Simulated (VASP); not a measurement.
# Ge (P6_3/mmc) in VASP: a series of runs

Ge is run at these levels: PBEsol; tasks: electric field gradients.

All numbers are computed with VASP 6.6.1; they aren't measurements. Logs are shortened: lines on timing, memory, paths and dates and some standing lists are left out, and cuts for length are marked.

**1. The cell of the first run**

It takes space group P6_3/mmc (No. 194, hexagonal). Conventional cell: a = 3.916 Å, b = 3.916 Å, c = 6.465 Å, α = 90.00°, β = 90.00°, γ = 120.00°. Ge (site symmetry 3m) has 4 Ge at 2.40 to 2.42 Å within 3.2 Å.

This isn't the form of Ge at room conditions, which is diamond.

**2. Electric field gradients, PBEsol (21.46 Å³/atom)**

Input file INCAR:

```
SYSTEM = Ge
PREC = Accurate
ENCUT = 520
EDIFF = 1E-8
ISMEAR = -1
SIGMA = 0.05
LREAL = .False.
LASPH = .True.
NELM = 60
ALGO = Normal
ISIF = 2
LWAVE = .False.
LCHARG = .False.
GGA = PS
LEFG = .True.
NBANDS = 36
```

Input file KPOINTS:

```
Automatic mesh
0
Gamma
  11 11 6
  0 0 0
```

Input file POSCAR:

```
Ge
1.0
    3.9159795603      0.0000000000      0.0000000000
   -1.9579897802      3.3913377800      0.0000000000
    0.0000000000      0.0000000000      6.4646589660
Ge
4
Direct
    0.6666666667      0.3333333333      0.0629012500
    0.3333333333      0.6666666667      0.5629012500
    0.6666666667      0.3333333333      0.4370987500
    0.3333333333      0.6666666667      0.9370987500
```

Potentials or basis: VASP PAW PBE potentials, release 64 (Ge_d).

Launch:

```console
$ cat potpaw_PBE.64/Ge_d/POTCAR > POTCAR
$ mpirun -np 1 vasp_std > vasp.out
```

OUTCAR:

```text
SYSTEM = Ge
   PREC = Accurate
   ENCUT = 520
   EDIFF = 1E-8
   ISMEAR = -1
   LREAL = .False.
   LASPH = .True.
   NELM = 60
   ISIF = 2
   GGA = PS

 ion  position               nearest neighbor table
   1  0.667  0.333  0.063-   4 2.40   4 2.40   4 2.40   3 2.42
   2  0.333  0.667  0.563-   3 2.40   3 2.40   3 2.40   4 2.42
   3  0.667  0.333  0.437-   2 2.40   2 2.40   2 2.40   1 2.42
   4  0.333  0.667  0.937-   1 2.40   1 2.40   1 2.40   2 2.42

  LATTYP: Found a hexagonal cell.
 ALAT       =     3.9159795603
 C/A-ratio  =     1.6508408347

  Lattice vectors:

 A1 = (   3.9159795603,   0.0000000000,   0.0000000000)
 A2 = (  -1.9579897802,   3.3913377800,   0.0000000000)
 A3 = (   0.0000000000,   0.0000000000,   6.4646589660)

Analysis of symmetry for initial positions (statically):
=====================================================================
 Subroutine PRICEL returns:
 Original cell was already a primitive cell.

 Routine SETGRP: Setting up the symmetry group for a
 hexagonal supercell.

 Subroutine GETGRP returns: Found 24 space group operations
 (whereof 12 operations were pure point group operations)
 out of a pool of 24 trial point group operations.

The static configuration has the point symmetry D_3d.
 The point group associated with its full space group is D_6h.

Analysis of symmetry for dynamics (positions and initial velocities):
=====================================================================
 Subroutine PRICEL returns:
 Original cell was already a primitive cell.

 Routine SETGRP: Setting up the symmetry group for a
 hexagonal supercell.

 Subroutine GETGRP returns: Found 24 space group operations
 (whereof 12 operations were pure point group operations)
 out of a pool of 24 trial point group operations.

The dynamic configuration has the point symmetry D_3d.
 The point group associated with its full space group is D_6h.

 Subroutine INISYM returns: Found 24 space group operations
 (whereof 12 operations are pure point group operations),
 and found     1 'primitive' translations

----------------------------------------------------------------------------------------

                                     Primitive cell

  volume of cell :      85.8533

  direct lattice vectors                    reciprocal lattice vectors
[... 134 lines left out ...]
  ---------------------------------------------------
  free energy    TOTEN  =       -19.60996128 eV

  energy without entropy =      -19.60896321  energy(sigma->0) =      -19.60946225

 E-fermi :   5.5389     XC(G=0): -10.3796

 val. band max:        5.4787312683   @ k =   0.0000   0.0000   0.0000
 cond. band min:       5.5720243018   @ k =   0.0000   0.0000   0.1667
 fundamental gap:      0.0932930335
 Fermi energy:         5.5389312986

 k-point     1 :       0.0000    0.0000    0.0000
  band No.  band energies     occupation
      1     -19.4977      2.00000
      2     -19.4977      2.00000
      3     -19.4529      2.00000
      4     -19.4523      2.00000
      5     -19.4523      2.00000
      6     -19.4383      2.00000
[... 925 lines left out ...]
     35      11.6385      0.00000
     36      12.4212      0.00000

 [... further k-points ...]
[... 5 lines left out ...]
  --------------------------------------------------------------------------------------
  -------------------------------------------------------------------------------------
  Total        2.5190326      2.5190326      2.4824165     -0.0000000      0.0000000     -0.0000000
  in kB       47.0096795     47.0096795     46.3263564     -0.0000000      0.0000000     -0.0000000
  external PRESSURE =      46.7819051 kB  Pullay stress =       0.0000000 kB

 VOLUME and BASIS-vectors are now :
 -----------------------------------------------------------------------------
  energy-cutoff  :      520.00
  volume of cell :       85.85
      direct lattice vectors                 reciprocal lattice vectors
     3.915979560  0.000000000  0.000000000     0.255363948  0.147434444  0.000000000
    -1.957989780  3.391337780  0.000000000     0.000000000  0.294868888  0.000000000
     0.000000000  0.000000000  6.464658966     0.000000000  0.000000000  0.154687201

 POSITION                                       TOTAL-FORCE (eV/Angst)
 -----------------------------------------------------------------------------------
      1.95799      1.13045      0.40664        -0.000000      0.000000      0.023315
     -0.00000      2.26089      3.63896         0.000000     -0.000000      0.023315
      1.95799      1.13045      2.82569        -0.000000      0.000000     -0.023315
     -0.00000      2.26089      6.05802         0.000000     -0.000000     -0.023315
 -----------------------------------------------------------------------------------
    total drift:                               -0.000000      0.000000      0.000000

  FREE ENERGIE OF THE ION-ELECTRON SYSTEM (eV)
  ---------------------------------------------------
  free  energy   TOTEN  =       -19.6099612847 eV

  energy  without entropy=      -19.6089632091  energy(sigma->0) =      -19.60946225

 Electric field gradients (V/A^2)
---------------------------------------------------------------------
 ion       V_xx      V_yy      V_zz      V_xy      V_xz      V_yz
---------------------------------------------------------------------
   1      -4.409    -4.405     8.814     0.003     0.000    -0.000
   2      -4.409    -4.405     8.814     0.003    -0.000     0.000
   3      -4.409    -4.405     8.814     0.003    -0.000     0.000
   4      -4.409    -4.405     8.814     0.003     0.000    -0.000
---------------------------------------------------------------------

 Electric field gradients after diagonalization (V/A^2)
 (convention: |V_zz| > |V_xx| > |V_yy|)
----------------------------------------------------------------------
 ion       V_xx      V_yy      V_zz     asymmetry (V_yy - V_xx)/ V_zz
----------------------------------------------------------------------
   1      -4.410    -4.404     8.814       0.001
   2      -4.410    -4.404     8.814       0.001
   3      -4.410    -4.404     8.814       0.001
   4      -4.410    -4.404     8.814       0.001
----------------------------------------------------------------------

           NMR quadrupolar parameters

 Cq : quadrupolar parameter    Cq=e*Q*V_zz/h
 eta: asymmetry parameters     (V_yy - V_xx)/ V_zz
 Q  : nuclear electric quadrupole moment in mb (millibarn)
----------------------------------------------------------------------
 ion       Cq(MHz)       eta       Q (mb)
----------------------------------------------------------------------
   1       0.021       0.001       1.000
   2       0.021       0.001       1.000
   3       0.021       0.001       1.000
   4       0.021       0.001       1.000
----------------------------------------------------------------------
```

Run time: 4.8 min. Hardware: 1 thread of Intel Xeon 8259CL, shared host; peak memory 0.28 GiB.

What came out:

- Free energy: -19.6100 eV
- Pressure: 4.7 GPa
- Largest force: 0.023 eV/Å
- Band gap on the k mesh: zero (bands 28 and 29 overlap by 0.02 eV)
- Largest electric field gradient by atom: Ge +8.8 V/Å²

Forces in eV/Å, atoms in the order of the input:
```
Ge   0.000  0.000  0.023
Ge   0.000  0.000  0.023
Ge   0.000  0.000 -0.023
Ge   0.000  0.000 -0.023
```

Electric field gradients, principal values (V/Å²):
| atom | least | middle | greatest (by size) |
| --- | --- | --- | --- |
| 1 Ge | -4.404 | -4.410 | 8.814 |
| 2 Ge | -4.404 | -4.410 | 8.814 |
| 3 Ge | -4.404 | -4.410 | 8.814 |
| 4 Ge | -4.404 | -4.410 | 8.814 |

Caveat: the cell stands under pressure; semilocal functionals underestimate gaps, so a narrow gap can read as zero; without QUAD_EFG the Cq values of the log hold for a quadrupole moment of 1 mb, not for the nuclei; the PAW data sets were made with another functional, which shifts forces and pressure a little.

**3. Electric field gradients, PBEsol (21.92 Å³/atom)**

This run uses another cell than the first one, of 21.92 Å³/atom.

Input file INCAR:

```
ALGO = Normal
EDIFF = 1E-8
ENCUT = 520
GGA = PS
ISIF = 2
ISMEAR = -1
LASPH = True
LCHARG = False
LEFG = True
LREAL = False
LWAVE = False
NBANDS = 36
NELM = 60
PREC = Accurate
SIGMA = 0.05
```

Input file KPOINTS:

```
k-points
0
Gamma
  11 11 6
```

Input file POSCAR:

```
Ge
1.0
    3.9435577898      0.0000000000      0.0000000000
   -1.9717788949      3.4152212273      0.0000000000
    0.0000000000      0.0000000000      6.5101862333
Ge
4
Direct
    0.6666666667      0.3333333333      0.0629012500
    0.3333333333      0.6666666667      0.5629012500
    0.6666666667      0.3333333333      0.4370987500
    0.3333333333      0.6666666667      0.9370987500
```

Potentials or basis: VASP PAW PBE potentials, release 64 (Ge_d).

Launch:

```console
$ cat potpaw_PBE.64/Ge_d/POTCAR > POTCAR
$ mpirun -np 1 vasp_std > vasp.out
```

OUTCAR:

```text
EDIFF = 1E-8
   ENCUT = 520
   GGA = PS
   ISIF = 2
   ISMEAR = -1
   LASPH = True
   LREAL = False
   NELM = 60
   PREC = Accurate

 ion  position               nearest neighbor table
   1  0.667  0.333  0.063-   4 2.42   4 2.42   4 2.42   3 2.44
   2  0.333  0.667  0.563-   3 2.42   3 2.42   3 2.42   4 2.44
   3  0.667  0.333  0.437-   2 2.42   2 2.42   2 2.42   1 2.44
   4  0.333  0.667  0.937-   1 2.42   1 2.42   1 2.42   2 2.44

  LATTYP: Found a hexagonal cell.
 ALAT       =     3.9435577898
 C/A-ratio  =     1.6508408347

  Lattice vectors:

 A1 = (   3.9435577898,   0.0000000000,   0.0000000000)
 A2 = (  -1.9717788949,   3.4152212273,   0.0000000000)
 A3 = (   0.0000000000,   0.0000000000,   6.5101862333)

Analysis of symmetry for initial positions (statically):
=====================================================================
 Subroutine PRICEL returns:
 Original cell was already a primitive cell.

 Routine SETGRP: Setting up the symmetry group for a
 hexagonal supercell.

 Subroutine GETGRP returns: Found 24 space group operations
 (whereof 12 operations were pure point group operations)
 out of a pool of 24 trial point group operations.

The static configuration has the point symmetry D_3d.
 The point group associated with its full space group is D_6h.

Analysis of symmetry for dynamics (positions and initial velocities):
=====================================================================
 Subroutine PRICEL returns:
 Original cell was already a primitive cell.

 Routine SETGRP: Setting up the symmetry group for a
 hexagonal supercell.
[... 169 lines left out ...]
      3     -19.6324      2.00000
      4     -19.6320      2.00000
      5     -19.6320      2.00000
      6     -19.6183      2.00000
[... 925 lines left out ...]
     35      11.3965      0.00000
     36      12.1502      0.00000

 [... further k-points ...]
[... 5 lines left out ...]
  --------------------------------------------------------------------------------------
  -------------------------------------------------------------------------------------
  Total        1.5948810      1.5948810      1.5420157      0.0000000     -0.0000000      0.0000000
  in kB       29.1432787     29.1432787     28.1772702      0.0000000     -0.0000000      0.0000000
  external PRESSURE =      28.8212759 kB  Pullay stress =       0.0000000 kB

 VOLUME and BASIS-vectors are now :
 -----------------------------------------------------------------------------
  energy-cutoff  :      520.00
  volume of cell :       87.68
      direct lattice vectors                 reciprocal lattice vectors
     3.943557790  0.000000000  0.000000000     0.253578127  0.146403400  0.000000000
    -1.971778895  3.415221227  0.000000000     0.000000000  0.292806800  0.000000000
     0.000000000  0.000000000  6.510186233     0.000000000  0.000000000  0.153605437

 POSITION                                       TOTAL-FORCE (eV/Angst)
 -----------------------------------------------------------------------------------
      1.97178      1.13841      0.40950        -0.000000      0.000000      0.013569
     -0.00000      2.27681      3.66459        -0.000000     -0.000000      0.013569
      1.97178      1.13841      2.84559        -0.000000      0.000000     -0.013569
     -0.00000      2.27681      6.10069         0.000000     -0.000000     -0.013569
 -----------------------------------------------------------------------------------
    total drift:                               -0.000000      0.000000     -0.000000

  FREE ENERGIE OF THE ION-ELECTRON SYSTEM (eV)
  ---------------------------------------------------
  free  energy   TOTEN  =       -19.6533974431 eV

  energy  without entropy=      -19.6523768502  energy(sigma->0) =      -19.65288715

 Electric field gradients (V/A^2)
---------------------------------------------------------------------
 ion       V_xx      V_yy      V_zz      V_xy      V_xz      V_yz
---------------------------------------------------------------------
   1      -4.234    -4.232     8.466     0.001     0.000    -0.000
   2      -4.234    -4.232     8.466     0.001    -0.000     0.000
   3      -4.234    -4.232     8.466     0.001    -0.000     0.000
   4      -4.234    -4.232     8.466     0.001     0.000    -0.000
---------------------------------------------------------------------

 Electric field gradients after diagonalization (V/A^2)
 (convention: |V_zz| > |V_xx| > |V_yy|)
----------------------------------------------------------------------
 ion       V_xx      V_yy      V_zz     asymmetry (V_yy - V_xx)/ V_zz
----------------------------------------------------------------------
   1      -4.234    -4.232     8.466       0.000
   2      -4.234    -4.232     8.466       0.000
   3      -4.234    -4.232     8.466       0.000
   4      -4.234    -4.232     8.466       0.000
----------------------------------------------------------------------

           NMR quadrupolar parameters

 Cq : quadrupolar parameter    Cq=e*Q*V_zz/h
 eta: asymmetry parameters     (V_yy - V_xx)/ V_zz
 Q  : nuclear electric quadrupole moment in mb (millibarn)
----------------------------------------------------------------------
 ion       Cq(MHz)       eta       Q (mb)
----------------------------------------------------------------------
   1       0.020       0.000       1.000
   2       0.020       0.000       1.000
   3       0.020       0.000       1.000
   4       0.020       0.000       1.000
----------------------------------------------------------------------
```

OSZICAR:

```text
N       E                     dE             d eps       ncg     rms          rms(c)
DAV:   1     0.491652295460E+03    0.49165E+03   -0.28153E+04  5388   0.433E+03
DAV:   2     0.662378266763E+02   -0.42541E+03   -0.41433E+03  4608   0.812E+02
DAV:   3    -0.153104064843E+02   -0.81548E+02   -0.80474E+02  5012   0.207E+02
DAV:   4    -0.198994482466E+02   -0.45890E+01   -0.45683E+01  5472   0.573E+01
DAV:   5    -0.199902278284E+02   -0.90780E-01   -0.90753E-01  5160   0.901E+00    0.484E+00
DAV:   6    -0.197603340287E+02    0.22989E+00   -0.10547E-01  5420   0.282E+00    0.275E+00
DAV:   7    -0.196505236188E+02    0.10981E+00   -0.15349E-01  4952   0.278E+00    0.210E-01
DAV:   8    -0.196528730771E+02   -0.23495E-02   -0.16216E-02  5148   0.125E+00    0.107E-01
DAV:   9    -0.196533681201E+02   -0.49504E-03   -0.50651E-04  5288   0.143E-01    0.263E-02
DAV:  10    -0.196533905181E+02   -0.22398E-04   -0.79811E-05  6028   0.123E-01    0.935E-03
DAV:  11    -0.196533968522E+02   -0.63341E-05   -0.90660E-06  5036   0.177E-02    0.260E-03
DAV:  12    -0.196533975126E+02   -0.66043E-06   -0.10157E-06  5980   0.659E-03    0.839E-04
DAV:  13    -0.196533974442E+02    0.68365E-07   -0.78542E-08  4128   0.203E-03    0.323E-04
DAV:  14    -0.196533974431E+02    0.10969E-08   -0.94824E-09  3640   0.689E-04
   1 F= -.19653397E+02 E0= -.19652887E+02  d E =-.102059E-02
```

stdout:

```text
POSCAR found type information on POSCAR Ge
 POSCAR found :  1 types and       4 ions
 scaLAPACK will be used
 -----------------------------------------------------------------------------
|                                                                             |
|                                                                             |
|     You enforced a specific xc type in the INCAR file but a different       |
|     I HOPE YOU KNOW WHAT YOU ARE DOING!                                     |
|                                                                             |
 -----------------------------------------------------------------------------

 LDA part: xc-table for (Slater+PW92), standard interpolation
 POSCAR, INCAR and KPOINTS ok, starting setup
 FFT: planning ... GRIDC
 FFT: planning ... GRID_SOFT
 FFT: planning ... GRID
 WAVECAR not read
 entering main loop
ion   1

ion   2

ion   3

ion   4
```

Run time: 4.9 min. Hardware: 1 thread of Intel Xeon 8259CL, shared host; peak memory 0.28 GiB.

What came out:

```
Free energy                             : -19.6534 eV
Pressure                                : 2.9 GPa
Largest force                           : 0.014 eV/Å
Band gap on the k mesh                  : zero (bands 28 and 29 overlap by 0.07 eV)
Largest electric field gradient by atom : Ge +8.5 V/Å²
```

Forces on the atoms (eV/Å):
```
Ge   0.000  0.000  0.014
Ge   0.000  0.000  0.014
Ge   0.000  0.000 -0.014
Ge   0.000  0.000 -0.014
```

Levels at points of the mesh, in eV from the Fermi level:
```tsv
k point	band 24	band 25	band 26	band 27	band 28	band 29	band 30	band 31	band 32	band 33
(0.00, 0.00, 0.00)	-1.62	-1.62	-0.24	-0.10	0.06	0.06	0.27	2.17	2.17	2.70
(0.00, 0.00, 0.50)	-4.96	-0.97	-0.97	-0.97	-0.97	0.71	0.71	3.31	3.31	3.31
```

Electric field gradients, principal values (V/Å²):
```csv
atom,least,middle,greatest (by size)
1 Ge,-4.232,-4.234,8.466
2 Ge,-4.232,-4.234,8.466
3 Ge,-4.232,-4.234,8.466
4 Ge,-4.232,-4.234,8.466
```

Caveat: semilocal functionals underestimate gaps, so a narrow gap can read as zero; without QUAD_EFG the Cq values of the log hold for a quadrupole moment of 1 mb, not for the nuclei; the PAW data sets were made with another functional, which shifts forces and pressure a little.
